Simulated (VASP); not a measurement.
# Li3OF (Pm-3m) in VASP: further runs

The runs below take Li3OF through single point, with r2SCAN, PBE.

All numbers are computed with VASP 6.6.1; they aren't measurements. Logs are shortened: lines on timing, memory, paths and dates and some standing lists are left out, and cuts for length are marked.

## Step 1: The cell of the first run

It takes space group Pm-3m (No. 221, cubic). Conventional cell: a = 3.642 Å, b = 3.642 Å, c = 3.642 Å, α = 90.00°, β = 90.00°, γ = 90.00°. Within 3.4 Å of F (site symmetry m-3m) lie 12 Li at 2.58 Å and 8 O at 3.15 Å. O (site symmetry m-3m) has 6 Li at 1.82 Å within 2.4 Å. Li (site symmetry 4/mmm) has 2 O at 1.82 Å within 2.4 Å.

## Step 2: Single point, r2SCAN

File POSCAR:

```
Li3OF
1.0
    3.6421265633      0.0000000000      0.0000000000
    0.0000000000      3.6421265633      0.0000000000
    0.0000000000      0.0000000000      3.6421265633
F O Li
1 1 3
Direct
    0.0000000000      0.0000000000      0.0000000000
    0.5000000000      0.5000000000      0.5000000000
    0.5000000000      0.5000000000      0.0000000000
    0.5000000000      0.0000000000      0.5000000000
    0.0000000000      0.5000000000      0.5000000000
```

File INCAR.step1:

```
ALGO     = Normal         # electronic algorithm
EDIFF    = 1E-4           # SCF threshold, eV
ENCUT    = 520            # plane-wave cutoff, eV
GGA      = PE             # functional
ISMEAR   = 0              # smearing method
LASPH    = T              # aspherical terms in the spheres
LCHARG   = F              # write CHGCAR
LREAL    = F              # projectors in reciprocal space
LWAVE    = T              # write WAVECAR
NBANDS   = 19             # bands
NELM     = 100            # most SCF steps
PREC     = Accurate       # precision mode
SIGMA    = 0.01           # smearing width, eV
```

File INCAR.step2:

```
ALGO     = Normal         # electronic algorithm
EDIFF    = 1E-6           # SCF threshold, eV
ENCUT    = 520            # plane-wave cutoff, eV
ISIF     = 2              # what is computed and relaxed
ISMEAR   = 0              # smearing method
ISTART   = 1            
LASPH    = T              # aspherical terms in the spheres
LCHARG   = T              # write CHGCAR
LELF     = T              # ELF
LMIXTAU  = T            
LREAL    = F              # projectors in reciprocal space
LVHAR    = T            
LWAVE    = F              # write WAVECAR
METAGGA  = R2SCAN         # meta-GGA
NBANDS   = 19             # bands
NELM     = 100            # most SCF steps
PREC     = Accurate       # precision mode
SIGMA    = 0.01           # smearing width, eV
```

File KPOINTS:

```
k-points
0
Gamma
  6 6 6
```

Potentials or basis: VASP PAW PBE potentials, release 64 (F, O, Li_sv).

Launch:

```console
$ cat potpaw_PBE.64/F/POTCAR potpaw_PBE.64/O/POTCAR potpaw_PBE.64/Li_sv/POTCAR > POTCAR
$ cp INCAR.step1 INCAR
$ mpirun -np 1 vasp_std > vasp.out
$ cp INCAR.step2 INCAR
$ mpirun -np 1 vasp_std > vasp.out
```

OUTCAR:

```text
EDIFF = 1E-6
   ENCUT = 520
   ISIF = 2
   ISMEAR = 0
   ISTART = 1
   LASPH = T
   LREAL = F
   METAGGA = R2SCAN
   NELM = 100
   PREC = Accurate

 ion  position               nearest neighbor table
   1  0.000  0.000  0.000-
   2  0.500  0.500  0.500-   3 1.82   4 1.82   5 1.82   3 1.82   4 1.82   5 1.82
   3  0.500  0.500  0.000-   2 1.82   2 1.82   5 2.58   4 2.58   4 2.58   5 2.58   4 2.58   4 2.58
                             5 2.58   5 2.58
   4  0.500  0.000  0.500-   2 1.82   2 1.82   5 2.58   3 2.58   3 2.58   3 2.58   5 2.58   3 2.58
                             5 2.58   5 2.58
   5  0.000  0.500  0.500-   2 1.82   2 1.82   4 2.58   3 2.58   4 2.58   3 2.58   3 2.58   4 2.58
                             3 2.58   4 2.58

  LATTYP: Found a simple cubic cell.
 ALAT       =     3.6421265633

  Lattice vectors:

 A1 = (   3.6421265633,   0.0000000000,   0.0000000000)
 A2 = (   0.0000000000,   3.6421265633,   0.0000000000)
 A3 = (   0.0000000000,   0.0000000000,   3.6421265633)

Analysis of symmetry for initial positions (statically):
=====================================================================
 Subroutine PRICEL returns:
 Original cell was already a primitive cell.

 Routine SETGRP: Setting up the symmetry group for a
 simple cubic supercell.

 Subroutine GETGRP returns: Found 48 space group operations
 (whereof 48 operations were pure point group operations)
 out of a pool of 48 trial point group operations.

The static configuration has the point symmetry O_h .

Analysis of symmetry for dynamics (positions and initial velocities):
=====================================================================
 Subroutine PRICEL returns:
 Original cell was already a primitive cell.

 Routine SETGRP: Setting up the symmetry group for a
 simple cubic supercell.

 Subroutine GETGRP returns: Found 48 space group operations
 (whereof 48 operations were pure point group operations)
 out of a pool of 48 trial point group operations.

The dynamic configuration has the point symmetry O_h .

 Subroutine INISYM returns: Found 48 space group operations
 (whereof 48 operations are pure point group operations),
 and found     1 'primitive' translations

----------------------------------------------------------------------------------------

                                     Primitive cell

  volume of cell :      48.3131

  direct lattice vectors                    reciprocal lattice vectors
     3.642126563  0.000000000  0.000000000     0.274564868  0.000000000  0.000000000
     0.000000000  3.642126563  0.000000000     0.000000000  0.274564868  0.000000000
     0.000000000  0.000000000  3.642126563     0.000000000  0.000000000  0.274564868

  length of vectors
     3.642126563  3.642126563  3.642126563     0.274564868  0.274564868  0.274564868

  position of ions in fractional coordinates (direct lattice)
     0.000000000  0.000000000  0.000000000
     0.500000000  0.500000000  0.500000000
     0.500000000  0.500000000  0.000000000
     0.500000000  0.000000000  0.500000000
     0.000000000  0.500000000  0.500000000

  ion indices of the primitive-cell ions
   primitive index   ion index
                 1           1
                 2           2
                 3           3
                 4           4
                 5           5

----------------------------------------------------------------------------------------

 KPOINTS: k-points

Automatic generation of k-mesh.
 Grid dimensions read from file:
 generate k-points for:    6    6    6

 Generating k-lattice:

  Cartesian coordinates                     Fractional coordinates (reciprocal lattice)
     0.045760811  0.000000000  0.000000000     0.166666667  0.000000000  0.000000000
     0.000000000  0.045760811  0.000000000     0.000000000  0.166666667  0.000000000
     0.000000000  0.000000000  0.045760811     0.000000000  0.000000000  0.166666667

  Length of vectors
     0.045760811  0.045760811  0.045760811

  Shift w.r.t. Gamma in fractional coordinates (k-lattice)
     0.000000000  0.000000000  0.000000000

 Subroutine IBZKPT returns following result:
 ===========================================

 Found     20 irreducible k-points:

 Following reciprocal coordinates:
            Coordinates               Weight
  0.000000  0.000000  0.000000      1.000000
  0.166667  0.000000  0.000000      6.000000
  0.333333  0.000000  0.000000      6.000000
  0.500000  0.000000  0.000000      3.000000
  0.166667  0.166667  0.000000     12.000000
  0.333333  0.166667  0.000000     24.000000
[... 12 lines left out ...]
  0.500000  0.500000  0.333333      6.000000
  0.500000  0.500000  0.500000      1.000000
   k-points           NKPTS =     20   k-points in BZ     NKDIM =     20   number of bands    NBANDS=     19
   number of dos      NEDOS =    301   number of ions     NIONS =      5
   total plane-waves  NPLWV =  21952
   dimension x,y,z NGX =    28 NGY =   28 NGZ =   28
[... 59 lines left out ...]
  free energy    TOTEN  =       -27.60489861 eV

  energy without entropy =      -27.60489861  energy(sigma->0) =      -27.60489861

 E-fermi :  -0.2227     XC(G=0):  -9.4482

 val. band max:       -0.4194609763   @ k =   0.5000   0.5000   0.0000
 cond. band min:       5.1935446460   @ k =   0.0000   0.0000   0.0000
 fundamental gap:      5.6130056224
 Fermi energy:        -0.2226578221

 k-point     1 :       0.0000    0.0000    0.0000
  band No.  band energies     occupation
      1     -44.4036      2.00000
      2     -44.2661      2.00000
      3     -44.2661      2.00000
      4     -22.2869      2.00000
      5     -16.0146      2.00000
      6      -3.0106      2.00000
[... 11 lines left out ...]
     18      16.8344      0.00000
     19      16.8344      0.00000

 k-point     2 :       0.1667    0.0000    0.0000
  band No.  band energies     occupation
      1     -44.3952      2.00000
      2     -44.2736      2.00000
      3     -44.2660      2.00000
      4     -22.2811      2.00000
      5     -16.0547      2.00000
      6      -3.0194      2.00000
[... 11 lines left out ...]
     18      15.2758      0.00000
     19      15.2758      0.00000

 k-point     3 :       0.3333    0.0000    0.0000
  band No.  band energies     occupation
      1     -44.3737      2.00000
      2     -44.2933      2.00000
      3     -44.2658      2.00000
      4     -22.2694      2.00000
      5     -16.1338      2.00000
      6      -3.0701      2.00000
[... 11 lines left out ...]
     18      14.0238      0.00000
     19      16.1956      0.00000

 k-point     4 :       0.5000    0.0000    0.0000
  band No.  band energies     occupation
      1     -44.3569      2.00000
      2     -44.3090      2.00000
      3     -44.2656      2.00000
      4     -22.2630      2.00000
      5     -16.1726      2.00000
      6      -3.1104      2.00000
[... 11 lines left out ...]
     18      13.6723      0.00000
     19      17.3580      0.00000

 k-point     5 :       0.1667    0.1667    0.0000
  band No.  band energies     occupation
      1     -44.3872      2.00000
      2     -44.2766      2.00000
      3     -44.2699      2.00000
      4     -22.2752      2.00000
      5     -16.0932      2.00000
      6      -3.1266      2.00000
[... 11 lines left out ...]
     18      15.0331      0.00000
     19      15.3760      0.00000
[... 246 lines left out ...]
      2     -44.2971      2.00000
      3     -44.2971      2.00000
      4     -22.2308      2.00000
      5     -16.3434      2.00000
      6      -3.1855      2.00000
[... 11 lines left out ...]
     18      17.6028      0.00000
     19      18.1563      0.00000

 k-point    18 :       0.5000    0.3333    0.3333
  band No.  band energies     occupation
      1     -44.3200      2.00000
      2     -44.3079      2.00000
      3     -44.2970      2.00000
      4     -22.2244      2.00000
      5     -16.3777      2.00000
      6      -3.3114      2.00000
[... 11 lines left out ...]
     18      17.1840      0.00000
     19      17.3179      0.00000

 k-point    19 :       0.5000    0.5000    0.3333
  band No.  band energies     occupation
      1     -44.3083      2.00000
      2     -44.3077      2.00000
      3     -44.3077      2.00000
      4     -22.2173      2.00000
      5     -16.4117      2.00000
      6      -3.2749      2.00000
[... 11 lines left out ...]
     18      16.5000      0.00000
     19      16.5382      0.00000

 k-point    20 :       0.5000    0.5000    0.5000
  band No.  band energies     occupation
      1     -44.3075      2.00000
      2     -44.3075      2.00000
      3     -44.3075      2.00000
      4     -22.2105      2.00000
      5     -16.4464      2.00000
      6      -3.2001      2.00000
[... 11 lines left out ...]
     18      14.6986      0.00000
     19      15.6438      0.00000

------------------------ aborting loop because EDIFF is reached ----------------------------------------

  FORCE on cell =-STRESS in cart. coord.  units (eV):
  Direction    XX          YY          ZZ          XY          YZ          ZX
  --------------------------------------------------------------------------------------
  -------------------------------------------------------------------------------------
  Total       -0.0701174     -0.0701174     -0.0701174      0.0000000      0.0000000     -0.0000000
  in kB       -2.3252590     -2.3252590     -2.3252590      0.0000000      0.0000000     -0.0000000
  external PRESSURE =      -2.3252590 kB  Pullay stress =       0.0000000 kB

 VOLUME and BASIS-vectors are now :
 -----------------------------------------------------------------------------
  energy-cutoff  :      520.00
  volume of cell :       48.31
      direct lattice vectors                 reciprocal lattice vectors
     3.642126563  0.000000000  0.000000000     0.274564868  0.000000000  0.000000000
     0.000000000  3.642126563  0.000000000     0.000000000  0.274564868  0.000000000
     0.000000000  0.000000000  3.642126563     0.000000000  0.000000000  0.274564868

 POSITION                                       TOTAL-FORCE (eV/Angst)
 -----------------------------------------------------------------------------------
      0.00000      0.00000      0.00000         0.000000      0.000000      0.000000
      1.82106      1.82106      1.82106         0.000000      0.000000      0.000000
      1.82106      1.82106      0.00000         0.000000      0.000000      0.000000
      1.82106      0.00000      1.82106         0.000000      0.000000      0.000000
      0.00000      1.82106      1.82106         0.000000      0.000000      0.000000
 -----------------------------------------------------------------------------------
    total drift:                                0.000000      0.000000      0.000000

  FREE ENERGIE OF THE ION-ELECTRON SYSTEM (eV)
  ---------------------------------------------------
  free  energy   TOTEN  =       -27.6048986126 eV

  energy  without entropy=      -27.6048986126  energy(sigma->0) =      -27.60489861
```

Run time: 58 s. Hardware: 1 thread of AMD EPYC 9R14 (Zen 4), shared host; peak memory 0.14 GiB.

What came out:

| Property | Result |
| --- | --- |
| Free energy | -27.6049 eV |
| Band gap on the k mesh | 5.61 eV, indirect (least direct gap 6.32 eV) |

Caveat: the cutoff is under 1.25 times the usual one of these potentials, so pressure, stress and relaxed cells hold a basis-set (Pulay) error; the PAW data sets were made with another functional, which shifts forces and pressure a little. r2SCAN opens gaps a little over a GGA but as a rule still falls short of measured ones.

## Step 3: Single point, r2SCAN (volume changed by +3%)

POSCAR, as its differences from that of step 2:

```diff
@@ -2,5 +2,5 @@
 1.0
-    3.6421265633      0.0000000000      0.0000000000
-    0.0000000000      3.6421265633      0.0000000000
-    0.0000000000      0.0000000000      3.6421265633
+    3.6781895677      0.0000000000      0.0000000000
+    0.0000000000      3.6781895677      0.0000000000
+    0.0000000000      0.0000000000      3.6781895677
 F O Li
```

INCAR.step1, as its differences from that of step 2:

```diff
@@ -10,3 +10,3 @@
 NBANDS   = 19             # bands
-NELM     = 100            # most SCF steps
+NELM     = 60             # most SCF steps
 PREC     = Accurate       # precision mode
```

File INCAR.step2:

```
ALGO     = Normal         # electronic algorithm
EDIFF    = 1E-7           # SCF threshold, eV
ENCUT    = 520            # plane-wave cutoff, eV
ISIF     = 2              # what is computed and relaxed
ISMEAR   = 0              # smearing method
ISTART   = 1            
LASPH    = T              # aspherical terms in the spheres
LCHARG   = F              # write CHGCAR
LMIXTAU  = T            
LREAL    = F              # projectors in reciprocal space
LWAVE    = F              # write WAVECAR
METAGGA  = R2SCAN         # meta-GGA
NBANDS   = 19             # bands
NELM     = 60             # most SCF steps
PREC     = Accurate       # precision mode
SIGMA    = 0.01           # smearing width, eV
```

KPOINTS is that of step 2.

Potentials or basis: VASP PAW PBE potentials, release 64 (F, O, Li_sv).

Launch:

```console
$ cat potpaw_PBE.64/F/POTCAR potpaw_PBE.64/O/POTCAR potpaw_PBE.64/Li_sv/POTCAR > POTCAR
$ cp INCAR.step1 INCAR
$ mpirun -np 1 vasp_std > vasp.out
$ cp INCAR.step2 INCAR
$ mpirun -np 1 vasp_std > vasp.out
```

Wall time 64 s (1 thread of AMD EPYC 9R14 (Zen 4), shared host); peak memory 0.13 GiB.

It converged, with:

| Quantity | Value |
| --- | --- |
| Free energy | -27.6001 eV |
| Band gap on the k mesh | 5.46 eV, indirect (least direct gap 6.13 eV) |

Levels at points of the mesh, in eV from the valence-band top:
| k point | band 9 | band 10 | band 11 | band 12 | band 13 | band 14 |
| --- | --- | --- | --- | --- | --- | --- |
| (0.00, 0.00, 0.00) | -0.66 | -0.66 | -0.66 | 5.46 | 12.16 | 12.16 |
| (0.50, 0.00, 0.00) | -0.92 | -0.92 | -0.87 | 7.71 | 9.47 | 11.15 |
| (0.50, 0.50, 0.00) | -0.74 | 0.00 | 0.00 | 6.34 | 10.48 | 10.48 |
| (0.50, 0.50, 0.50) | -0.28 | -0.28 | -0.28 | 8.36 | 8.36 | 8.36 |

Caveat: the cutoff is under 1.25 times the usual one of these potentials, so pressure, stress and relaxed cells hold a basis-set (Pulay) error; the PAW data sets were made with another functional, which shifts forces and pressure a little. A k mesh can miss the band edges.

## Step 4: Single point, PBE

File INCAR:

```
  PREC = Accurate
  ENCUT = 520
  EDIFF = 1E-7
  ISMEAR = 0
  SIGMA = 0.01
  LREAL = F
  LASPH = T
  NELM = 60
  ALGO = Normal
  ISIF = 2
  LWAVE = F
  LCHARG = T
  GGA = PE
  LELF = T
  LVHAR = T
  NBANDS = 19
```

File KPOINTS:

```
Automatic mesh
0
Gamma
  8 8 8
```

POSCAR, as its differences from that of step 3:

```diff
@@ -2,5 +2,5 @@
 1.0
-    3.6781895677      0.0000000000      0.0000000000
-    0.0000000000      3.6781895677      0.0000000000
-    0.0000000000      0.0000000000      3.6781895677
+    3.6421265633      0.0000000000      0.0000000000
+    0.0000000000      3.6421265633      0.0000000000
+    0.0000000000      0.0000000000      3.6421265633
 F O Li
```

Launch:

```console
$ cat potpaw_PBE.64/F/POTCAR potpaw_PBE.64/O/POTCAR potpaw_PBE.64/Li_sv/POTCAR > POTCAR
$ mpirun -np 1 vasp_std > vasp.out
```

Wall time 20 s (1 thread of AMD EPYC 9R14 (Zen 4), shared host); peak memory 0.14 GiB.

The run converged. Its results:

| Item | Value |
| --- | --- |
| Free energy | -23.1172 eV |
| Band gap on the k mesh | 4.95 eV, indirect (least direct gap 5.62 eV) |

Levels at points of the mesh, in eV from the valence-band top:
```tsv
k point	band 9	band 10	band 11	band 12	band 13	band 14
(0.00, 0.00, 0.00)	-0.67	-0.67	-0.67	4.95	11.63	11.63
(0.50, 0.00, 0.00)	-0.97	-0.97	-0.96	7.19	8.94	10.55
(0.50, 0.50, 0.00)	-0.79	0.00	0.00	5.74	9.90	9.90
(0.50, 0.50, 0.50)	-0.32	-0.32	-0.32	7.77	7.77	7.77
```

Caveat: the cutoff is under 1.25 times the usual one of these potentials, so pressure, stress and relaxed cells hold a basis-set (Pulay) error. A k mesh can miss the band edges.

## Step 5: The runs side by side

```csv
level,cell,k mesh,gap on the mesh (eV)
r2SCAN,"a = 3.642 Å, 5 atoms",6 × 6 × 6,5.61
r2SCAN,"a = 3.678 Å, 5 atoms",6 × 6 × 6,5.46
PBE,"a = 3.642 Å, 5 atoms",8 × 8 × 8,4.95
```

Alike in all rows: task single point; potentials or basis VASP PAW PBE potentials, release 64 (F, O, Li_sv); no spin polarisation; cutoff (eV) 520; smearing gaussian 0.01 eV.

Caveats: the cutoff is under 1.25 times the usual one of these potentials, so pressure, stress and relaxed cells hold a basis-set (Pulay) error; the PAW data sets were made with another functional, which shifts forces and pressure a little (some runs).

Absolute energies hang on the potentials; compare differences alone.
